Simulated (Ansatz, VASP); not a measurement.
One calculation of Cr, two programs

INCAR

```
SYSTEM = Cr
ALGO = Normal ; EDIFF = 1E-6
ENCUT = 500 ; GGA = PE
GGA_COMPAT = .FALSE. ; ISIF = 2
ISMEAR = 0 ; LASPH = .TRUE.
LCHARG = .TRUE. ; LELF = .TRUE.
LREAL = .FALSE. ; LVHAR = .TRUE.
LWAVE = .FALSE. ; NBANDS = 12
NELM = 120 ; PREC = Accurate
SIGMA = 0.1
```

File KPOINTS:

```
k-points
0
G
  21 21 18
  0 0 0
```

POSCAR

```
Cr
1.0
    2.4576011921      0.0000000000      0.0000000000
   -1.2288005960      2.1283450647      0.0000000000
    0.0000000000      0.0000000000      2.3677673213
Cr
1
Direct
    0.0000000000      0.0000000000      0.5000000000
```

Input for Ansatz:

```yaml
crystal:
  lattice:
    - [2.4576011921, 0.0, 0.0]
    - [-1.228800596, 2.1283450647, 0.0]
    - [0.0, 0.0, 2.3677673213]
  atoms:
    - { symbol: Cr, position: [0.0, 0.0, 0.5] }
basis:
  ecutwfc: 420
kpoints:
  mp_grid: { grid: [21, 21, 18] }
hamiltonian:
  xc: pbe
scf:
  occupations: { method: gaussian, width: 0.1 }
output:
  forces: true
  stress: true
  eigenvalues: true
```

Alike in both runs: task single point; functional PBE; k mesh 21 × 21 × 18; occupations gaussian, width 0.1 eV; no spin polarisation.

|  | VASP | Ansatz |
| --- | --- | --- |
| version | VASP 6.6.1 | Ansatz 0.2.0 |
| potentials or method | VASP PAW PBE potentials, release 64 (Cr_pv), cutoff 500 eV | scalar-relativistic, plane waves, PAW |
| valence electrons in the cell | 12 | 14 |

```tsv
	VASP	Ansatz	Ansatz less VASP
gap on the k mesh at the Fermi level (eV)	none	none	-
pressure (GPa)	-0.5	0.0	+0.48
traceless stress, the component that is largest in VASP (GPa)	-15.76	-15.92	-0.170
```

A gap of «none» marks a metal or a gap that the smearing closes. The functional is the same, so the differences come from potentials, cutoffs and numerics. VASP's potentials hold 12 valence electrons a cell and Ansatz's 14, so a difference there can come from the potentials and not from the codes.
